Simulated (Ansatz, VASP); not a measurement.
**SrTiO3: VASP beside Ansatz**

The input INCAR:

```
SYSTEM = SrTiO3
ALGO = Normal
EDIFF = 1E-6
ENCUT = 520
GGA = PE
ISIF = 2
ISMEAR = 0
LASPH = .TRUE.
LCHARG = .FALSE.
LREAL = .FALSE.
LWAVE = .FALSE.
NBANDS = 28
NELM = 100
PREC = Accurate
SIGMA = 0.05
```

KPOINTS

```
k-points
0
G
  6 6 6
  0 0 0
```

Contents of POSCAR:

```
SrTiO3
1.0
    3.7705063839      0.0000000000      0.0000000000
    0.0000000000      3.7705063839      0.0000000000
    0.0000000000      0.0000000000      3.7705063839
Sr Ti O
1 1 3
Direct
    0.5000000000      0.5000000000      0.5000000000
    0.0000000000      0.0000000000      0.0000000000
    0.5000000000      0.0000000000      0.0000000000
    0.0000000000      0.5000000000      0.0000000000
    0.0000000000      0.0000000000      0.5000000000
```

Input for Ansatz:

```yaml
crystal:
  lattice:
    - [3.7705063839, 0.0, 0.0]
    - [0.0, 3.7705063839, 0.0]
    - [0.0, 0.0, 3.7705063839]
  atoms:
    - { symbol: Sr, position: [0.5, 0.5, 0.5] }
    - { symbol: Ti, position: [0.0, 0.0, 0.0] }
    - { symbol: O, position: [0.5, 0.0, 0.0] }
    - { symbol: O, position: [0.0, 0.5, 0.0] }
    - { symbol: O, position: [0.0, 0.0, 0.5] }
basis:
  ecutwfc: 420
  fft_grid_basis: typed
kpoints:
  mp_grid: { grid: [6, 6, 6] }
hamiltonian:
  xc: pbe
scf:
  occupations: { method: gaussian, width: 0.05 }
output:
  forces: true
  stress: true
  eigenvalues: true
  bader: true
  write_density: true
  volumetric_format: npy
  elf: true
```

Alike in both runs: task single point; functional PBE; k mesh 6 × 6 × 6; occupations gaussian, width 0.05 eV; no spin polarisation.

|  | VASP | Ansatz |
| --- | --- | --- |
| version | VASP 6.6.1 | Ansatz 0.2.0 |
| potentials or method | VASP PAW PBE potentials, release 64 (Sr_sv, Ti_sv, O), cutoff 520 eV | scalar-relativistic, plane waves, PAW |
| valence electrons in the cell | 40 | 40 |

VASP gave:

```
gap on the k mesh at the Fermi level (eV) : 2.04
```

Estimate Ansatz's values.

gap on the k mesh at the Fermi level (eV): 2.08.
